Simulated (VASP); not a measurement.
# Ge2F3 (Pm-3m) in VASP: single point with PBE

Aim: the single point of Ge2F3 with PBE.

Program: VASP 6.6.1. These are calculated values, not measurements. Logs are shortened: lines on timing, memory, paths and dates and some standing lists are left out, and cuts for length are marked.

**1. The cell of the first run**

Symmetry: Pm-3m, No. 221, cubic system. Conventional cell: a = 4.276 Å, b = 4.276 Å, c = 4.276 Å, α = 90.00°, β = 90.00°, γ = 90.00°. Ge (site symmetry m-3m) has 12 F at 3.02 Å and 8 Ge at 3.70 Å within 4.0 Å. Ge (site symmetry m-3m) has 6 F at 2.14 Å within 2.8 Å. Within 2.8 Å of F (site symmetry 4/mmm) lie 2 Ge at 2.14 Å.

The cell was built from a structure type or drawn by symmetry, and may not be a known phase.

**2. Single point, PBE**

Contents of INCAR:

```
SYSTEM = Ge2F3
PREC = Accurate ; ENCUT = 520
EDIFF = 1E-6 ; ISMEAR = 0
SIGMA = 0.1 ; LREAL = .False.
LASPH = .True. ; NELM = 80
ALGO = Normal ; ISIF = 2
LWAVE = .False. ; LCHARG = .True.
GGA = PE ; LELF = .True.
LVHAR = .True. ; NBANDS = 32
```

Contents of KPOINTS:

```
Automatic mesh
0
Gamma
  4 4 4
  0 0 0
```

Contents of POSCAR:

```
Ge2F3
1.0
    4.2757141300      0.0000000000      0.0000000000
    0.0000000000      4.2757141300      0.0000000000
    0.0000000000      0.0000000000      4.2757141300
Ge F
2 3
Direct
    0.0000000000      0.0000000000      0.0000000000
    0.5000000000      0.5000000000      0.5000000000
    0.0000000000      0.5000000000      0.5000000000
    0.5000000000      0.0000000000      0.5000000000
    0.5000000000      0.5000000000      0.0000000000
```

Potentials or basis: VASP PAW PBE potentials, release 64 (Ge_d, F).

Started as:

```
cat potpaw_PBE.64/Ge_d/POTCAR potpaw_PBE.64/F/POTCAR > POTCAR
mpirun -np 1 vasp_std > vasp.out
```

OUTCAR:

```text
SYSTEM = Ge2F3
   PREC = Accurate
   ENCUT = 520
   EDIFF = 1E-6
   ISMEAR = 0
   LREAL = .False.
   LASPH = .True.
   NELM = 80
   ISIF = 2
   GGA = PE

 ion  position               nearest neighbor table
   1  0.000  0.000  0.000-
   2  0.500  0.500  0.500-   3 2.14   4 2.14   5 2.14   5 2.14   4 2.14   3 2.14
   3  0.000  0.500  0.500-   2 2.14   2 2.14
   4  0.500  0.000  0.500-   2 2.14   2 2.14
   5  0.500  0.500  0.000-   2 2.14   2 2.14

  LATTYP: Found a simple cubic cell.
 ALAT       =     4.2757141300

  Lattice vectors:

 A1 = (   4.2757141300,   0.0000000000,   0.0000000000)
 A2 = (   0.0000000000,   4.2757141300,   0.0000000000)
 A3 = (   0.0000000000,   0.0000000000,   4.2757141300)

Analysis of symmetry for initial positions (statically):
=====================================================================
 Subroutine PRICEL returns:
 Original cell was already a primitive cell.

 Routine SETGRP: Setting up the symmetry group for a
 simple cubic supercell.

 Subroutine GETGRP returns: Found 48 space group operations
 (whereof 48 operations were pure point group operations)
 out of a pool of 48 trial point group operations.

The static configuration has the point symmetry O_h .

Analysis of symmetry for dynamics (positions and initial velocities):
=====================================================================
 Subroutine PRICEL returns:
 Original cell was already a primitive cell.

 Routine SETGRP: Setting up the symmetry group for a
 simple cubic supercell.

 Subroutine GETGRP returns: Found 48 space group operations
 (whereof 48 operations were pure point group operations)
 out of a pool of 48 trial point group operations.

The dynamic configuration has the point symmetry O_h .

 Subroutine INISYM returns: Found 48 space group operations
 (whereof 48 operations are pure point group operations),
 and found     1 'primitive' translations

----------------------------------------------------------------------------------------

                                     Primitive cell

  volume of cell :      78.1675

  direct lattice vectors                    reciprocal lattice vectors
     4.275714130  0.000000000  0.000000000     0.233879060  0.000000000  0.000000000
     0.000000000  4.275714130  0.000000000     0.000000000  0.233879060  0.000000000
     0.000000000  0.000000000  4.275714130     0.000000000  0.000000000  0.233879060

  length of vectors
     4.275714130  4.275714130  4.275714130     0.233879060  0.233879060  0.233879060

  position of ions in fractional coordinates (direct lattice)
     0.000000000  0.000000000  0.000000000
     0.500000000  0.500000000  0.500000000
     0.000000000  0.500000000  0.500000000
     0.500000000  0.000000000  0.500000000
     0.500000000  0.500000000  0.000000000

  ion indices of the primitive-cell ions
   primitive index   ion index
                 1           1
                 2           2
                 3           3
                 4           4
                 5           5

----------------------------------------------------------------------------------------

 KPOINTS: Automatic mesh

Automatic generation of k-mesh.
 Grid dimensions read from file:
 generate k-points for:    4    4    4

 Generating k-lattice:

  Cartesian coordinates                     Fractional coordinates (reciprocal lattice)
     0.058469765  0.000000000  0.000000000     0.250000000  0.000000000  0.000000000
     0.000000000  0.058469765  0.000000000     0.000000000  0.250000000  0.000000000
     0.000000000  0.000000000  0.058469765     0.000000000  0.000000000  0.250000000

  Length of vectors
     0.058469765  0.058469765  0.058469765

  Shift w.r.t. Gamma in fractional coordinates (k-lattice)
     0.000000000  0.000000000  0.000000000

 Subroutine IBZKPT returns following result:
 ===========================================

 Found     10 irreducible k-points:

 Following reciprocal coordinates:
            Coordinates               Weight
  0.000000  0.000000  0.000000      1.000000
  0.250000  0.000000  0.000000      6.000000
  0.500000  0.000000  0.000000      3.000000
  0.250000  0.250000  0.000000     12.000000
  0.500000  0.250000  0.000000     12.000000
  0.500000  0.500000  0.000000      3.000000
  0.250000  0.250000  0.250000      8.000000
  0.500000  0.250000  0.250000     12.000000
  0.500000  0.500000  0.250000      6.000000
  0.500000  0.500000  0.500000      1.000000
   k-points           NKPTS =     10   k-points in BZ     NKDIM =     10   number of bands    NBANDS=     32
   number of dos      NEDOS =    301   number of ions     NIONS =      5
   total plane-waves  NPLWV =  32768
   dimension x,y,z NGX =    32 NGY =   32 NGZ =   32
   dimension x,y,z NGXF=    64 NGYF=   64 NGZF=   64
   ions per type =               2   3
   NGX,Y,Z   is equivalent  to a cutoff of  12.44, 12.44, 12.44 a.u.
   NGXF,Y,Z  is equivalent  to a cutoff of  24.88, 24.88, 24.88 a.u.
 SYSTEM =  Ge2F3
   PREC   = accura    normal or accurate (medium, high low for compatibility)
   ISTART =      0    job   : 0-new  1-cont  2-samecut
   ICHARG =      2    charge: 1-file 2-atom 10-const
   ISPIN  =      1    spin polarized calculation?
   LNONCOLLINEAR =      F non collinear calculations
   LSORBIT =      F    spin-orbit coupling
   LASPH  =      T    aspherical Exc in radial PAW
   ENCUT  =  520.0 eV  38.22 Ry    6.18 a.u.   7.95  7.95  7.95*2*pi/ulx,y,z
   NELM   =     80;   NELMIN=  2; NELMDL= -5     # of ELM steps
   EDIFF  = 0.1E-05   stopping-criterion for ELM
   LREAL  =      F    real-space projection
   EDIFFG = 0.1E-04   stopping-criterion for IOM
   NSW    =      0    number of steps for IOM
   IBRION =     -1    ionic relax: 0-MD 1-quasi-New 2-CG
   NFREE  =      0    steps in history (QN), initial steepest desc. (CG)
   ISIF   =      2    stress and relaxation
   ISYM   =      2    0-nonsym 1-usesym 2-fastsym
   POTIM  = 0.5000    time-step for ionic-motion
   TEBEG  =    0.0;   TEEND  =   0.0 temperature during run
   PSTRESS=    0.0 pullay stress
   NELECT =      49.0000    total number of electrons
   NUPDOWN=      -1.0000    fix difference up-down
   EMIN   =  10.00;   EMAX   =-10.00  energy-range for DOS
   EFERMI =   0.00;   METHOD = LEGACY
   ISMEAR =     0;   SIGMA  =   0.10  broadening in eV -4-tet -1-fermi 0-gaus
   EFERMI_NEDOS =   21; number of points for ismear=-14 and -15
   IALGO  =     38    algorithm
   IMIX   =      4    mixing-type and parameters
     AMIX     =   0.40;   BMIX     =  1.00
     AMIX_MAG =   1.60;   BMIX_MAG =  1.00
  volume/ion in A,a.u.               =      15.63       105.50
  Fermi-wavevector in a.u.,A,eV,Ry     =   1.401086  2.647669 26.708816  1.963043
  Thomas-Fermi vector in A             =   2.523982
   LORBIT       =      0    0 simple, 1 ext, 2 COOP (PROOUT), +10 PAW based schemes
   GGA     = PE    functional components
   LHFCALC =     F    Hartree Fock is set to
   AEXX    =    0.0000 exact exchange contribution
   IVDW    =     0    specifies the selected vdW correction
   LEPSILON=     F    determine dielectric tensor
   LRPA    =     F    only Hartree local field effects (RPA)
 non-spin polarized calculation
 Gauss-broadening in eV      SIGMA  =   0.10
  energy-cutoff  :      520.00
  volume of cell :       78.17
 maximum number of plane-waves:      2176
 NGX is ok and might be reduce to    32
   NGX = 15   NGY = 15   NGZ = 15

 number of electron      48.9999908 magnetization

 Free energy of the ion-electron system (eV)
  ---------------------------------------------------
  ext. energy  EPLUGINS =         0.00000000
  ---------------------------------------------------
  free energy    TOTEN  =       -20.38762993 eV

  energy without entropy =      -20.35740482  energy(sigma->0) =      -20.37251738

 E-fermi :   4.0366     XC(G=0):  -9.7910

 val. band max:        4.0122191568   @ k =   0.2500   0.2500   0.2500
 cond. band min:       4.0899083482   @ k =   0.5000   0.2500   0.2500
 fundamental gap:      0.0776891914
 Fermi energy:         4.0365677470

 k-point     1 :       0.0000    0.0000    0.0000
  band No.  band energies     occupation
      1     -22.5960      2.00000
      2     -22.5960      2.00000
      3     -22.5933      2.00000
      4     -22.5933      2.00000
      5     -22.5933      2.00000
      6     -21.4634      2.00000
[... 24 lines left out ...]
     31      10.9263      0.00000
     32      10.9263      0.00000

 k-point     2 :       0.2500    0.0000    0.0000
  band No.  band energies     occupation
      1     -22.5954      2.00000
      2     -22.5949      2.00000
      3     -22.5936      2.00000
      4     -22.5936      2.00000
      5     -22.5933      2.00000
      6     -21.4632      2.00000
[... 24 lines left out ...]
     31      10.7999      0.00000
     32      11.8847      0.00000

 k-point     3 :       0.5000    0.0000    0.0000
  band No.  band energies     occupation
      1     -22.5948      2.00000
      2     -22.5939      2.00000
      3     -22.5939      2.00000
      4     -22.5938      2.00000
      5     -22.5933      2.00000
      6     -21.4630      2.00000
[... 24 lines left out ...]
     31      11.4136      0.00000
     32      13.4010      0.00000

 k-point     4 :       0.2500    0.2500    0.0000
  band No.  band energies     occupation
      1     -22.5950      2.00000
      2     -22.5943      2.00000
      3     -22.5941      2.00000
      4     -22.5936      2.00000
      5     -22.5936      2.00000
      6     -21.4278      2.00000
[... 24 lines left out ...]
     31      11.6868      0.00000
     32      12.9441      0.00000

 k-point     5 :       0.5000    0.2500    0.0000
  band No.  band energies     occupation
      1     -22.5953      2.00000
      2     -22.5943      2.00000
      3     -22.5938      2.00000
      4     -22.5935      2.00000
      5     -22.5931      2.00000
      6     -21.4189      2.00000
[... 24 lines left out ...]
     31      12.1843      0.00000
     32      13.9205      0.00000

 k-point     6 :       0.5000    0.5000    0.0000
  band No.  band energies     occupation
      1     -22.5967      2.00000
      2     -22.5939      2.00000
      3     -22.5938      2.00000
      4     -22.5938      2.00000
      5     -22.5922      2.00000
      6     -21.3995      2.00000
[... 24 lines left out ...]
     31      12.4975      0.00000
     32      12.9508      0.00000

 k-point     7 :       0.2500    0.2500    0.2500
  band No.  band energies     occupation
      1     -22.5945      2.00000
      2     -22.5945      2.00000
      3     -22.5944      2.00000
      4     -22.5936      2.00000
      5     -22.5936      2.00000
      6     -21.3218      2.00000
[... 24 lines left out ...]
     31      13.1866      0.00000
     32      13.1866      0.00000

 k-point     8 :       0.5000    0.2500    0.2500
  band No.  band energies     occupation
      1     -22.5952      2.00000
      2     -22.5951      2.00000
      3     -22.5944      2.00000
      4     -22.5935      2.00000
      5     -22.5927      2.00000
      6     -21.3211      2.00000
[... 24 lines left out ...]
     31      13.3769      0.00000
     32      13.5206      0.00000

 k-point     9 :       0.5000    0.5000    0.2500
  band No.  band energies     occupation
      1     -22.5965      2.00000
      2     -22.5951      2.00000
      3     -22.5951      2.00000
      4     -22.5930      2.00000
      5     -22.5922      2.00000
      6     -21.2699      2.00000
[... 24 lines left out ...]
     31      13.9764      0.00000
     32      14.1579      0.00000

 k-point    10 :       0.5000    0.5000    0.5000
  band No.  band energies     occupation
      1     -22.5964      2.00000
      2     -22.5964      2.00000
      3     -22.5964      2.00000
      4     -22.5921      2.00000
      5     -22.5921      2.00000
      6     -21.0913      2.00000
[... 24 lines left out ...]
     31      14.7169      0.00000
     32      14.7169      0.00000

------------------------ aborting loop because EDIFF is reached ----------------------------------------

  FORCE on cell =-STRESS in cart. coord.  units (eV):
  Direction    XX          YY          ZZ          XY          YZ          ZX
  --------------------------------------------------------------------------------------
  -------------------------------------------------------------------------------------
  Total        2.9170424      2.9170424      2.9170424     -0.0000000      0.0000000      0.0000000
  in kB       59.7898339     59.7898339     59.7898339     -0.0000000      0.0000000      0.0000000
  external PRESSURE =      59.7898339 kB  Pullay stress =       0.0000000 kB

 VOLUME and BASIS-vectors are now :
 -----------------------------------------------------------------------------
  energy-cutoff  :      520.00
  volume of cell :       78.17
      direct lattice vectors                 reciprocal lattice vectors
     4.275714130  0.000000000  0.000000000     0.233879060  0.000000000  0.000000000
     0.000000000  4.275714130  0.000000000     0.000000000  0.233879060  0.000000000
     0.000000000  0.000000000  4.275714130     0.000000000  0.000000000  0.233879060

 POSITION                                       TOTAL-FORCE (eV/Angst)
 -----------------------------------------------------------------------------------
      0.00000      0.00000      0.00000         0.000000      0.000000      0.000000
      2.13786      2.13786      2.13786         0.000000      0.000000      0.000000
      0.00000      2.13786      2.13786         0.000000      0.000000      0.000000
      2.13786      0.00000      2.13786         0.000000      0.000000      0.000000
      2.13786      2.13786      0.00000         0.000000      0.000000      0.000000
 -----------------------------------------------------------------------------------
    total drift:                                0.000000     -0.000000     -0.000000

  FREE ENERGIE OF THE ION-ELECTRON SYSTEM (eV)
  ---------------------------------------------------
  free  energy   TOTEN  =       -20.3876299345 eV

  energy  without entropy=      -20.3574048192  energy(sigma->0) =      -20.37251738
```

Run time: 27 s. Hardware: 1 thread of Intel Xeon Platinum 8259CL at 2.50GHz (Skylake/Cascade Lake), shared host; peak memory 0.18 GiB.

Results:

```
Free energy            : -20.3876 eV
Pressure               : 6.0 GPa
Band gap on the k mesh : zero (an odd number of electrons rules out a gap without spin polarisation)
```

Levels at points of the mesh, in eV from the Fermi level:
| k point | band 21 | band 22 | band 23 | band 24 | band 25 | band 26 | band 27 | band 28 |
| --- | --- | --- | --- | --- | --- | --- | --- | --- |
| (0.00, 0.00, 0.00) | -5.56 | -5.44 | -5.44 | -5.44 | 1.24 | 1.24 | 1.24 | 6.25 |
| (0.50, 0.00, 0.00) | -5.44 | -5.44 | -5.16 | -2.55 | -0.62 | 0.90 | 0.90 | 3.66 |
| (0.50, 0.50, 0.00) | -5.69 | -5.46 | -4.99 | -0.75 | -0.27 | -0.27 | 0.59 | 3.92 |
| (0.50, 0.50, 0.50) | -4.98 | -4.98 | -4.98 | 0.66 | 0.66 | 0.66 | 0.68 | 2.26 |

Caveat: the k points lie up to 0.37 Å⁻¹ apart, too coarse for converged energies and pressures of a metal; an odd number of electrons without spin polarisation forces a metal; a magnetic or distorted state may lie lower.
